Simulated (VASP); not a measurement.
The system is Li5GeF.

```xyz
7
Lattice="3.9051 0.0000 0.0000 0.0000 3.9051 0.0000 0.0000 0.0000 8.4081" Properties=species:S:1:pos:R:3 pbc="T T T"
Li    1.9526    1.9526    0.0000
Li    1.9526    0.0000    5.8202
Li    0.0000    1.9526    2.5878
Li    1.9526    0.0000    2.5878
Li    0.0000    1.9526    5.8202
Ge    0.0000    0.0000    4.2040
F     0.0000    0.0000    0.0000
```

* Program: VASP 6.6.1
* Task: relaxation of cell and atoms
* Functional: PBE
* Potentials or basis: VASP PAW PBE potentials, release 64 (Li_sv, Ge_d, F)
* Cutoff: 600 eV
* k mesh: 10 × 10 × 6
* Occupations: gaussian, width 0.1 eV
* Spin: no spin polarisation

At the start: pressure 0.0 GPa; volume 18.32 Å³/atom.

**Question.** How do energy, volume and symmetry change on relaxing?

**Answer.** Over 22 steps the energy falls by 6.5 meV/atom and the volume is 16.91 Å³/atom (-7.7 %); space group P4/mmm (No. 123, to 0.05 Å).

The path:
```
step  energy change (eV)  largest force (eV/Å)  pressure (GPa)  volume (Å³)
   1              0.0000                0.0574            0.03       128.22
   2             -0.0009                0.0532           -0.01       128.29
   3             -0.0033                0.0405           -0.13       128.51
   4             -0.0058                0.0174           -0.39       128.93
   5             -0.0068                0.0190           -0.38       128.65
   6             -0.0098                0.0245           -0.32       127.82
   7             -0.0158                0.0373           -0.23       126.17
   8             -0.0278                0.0606           -0.03       122.86
   9             -0.0386                0.0404            0.50       116.30
  10             -0.0395                0.0652            0.26       118.79
  11             -0.0404                0.0567            0.36       117.73
  12             -0.0414                0.0244            0.28       117.26
  13             -0.0414                0.0306            0.28       117.35
  14             -0.0426                0.0250            0.18       117.98
  15             -0.0434                0.0176            0.02       118.83
  16             -0.0435                0.0143           -0.05       119.22
  17             -0.0437                0.0150           -0.04       119.15
  18             -0.0442                0.0175           -0.02       118.97
  19             -0.0446                0.0219            0.04       118.59
  20             -0.0448                0.0162            0.00       118.65
  21             -0.0450                0.0039           -0.08       118.76
  22             -0.0452                0.0021           -0.04       118.38
```

Final structure:
```
Li Ge F
1.0
     3.70476    0.00000    0.00000
     0.00000    3.70476    0.00000
     0.00000    0.00000    8.62475
Li Ge F
5 1 1
Direct
  0.50000 0.50000 0.00000
  0.50000 0.00000 0.71217
  0.00000 0.50000 0.28783
  0.50000 0.00000 0.28783
  0.00000 0.50000 0.71217
  0.00000 0.00000 0.50000
  0.00000 0.00000 0.00000
```

Caveat: the cutoff is under 1.25 times the usual one of these potentials, so pressure, stress and relaxed cells hold a basis-set (Pulay) error.
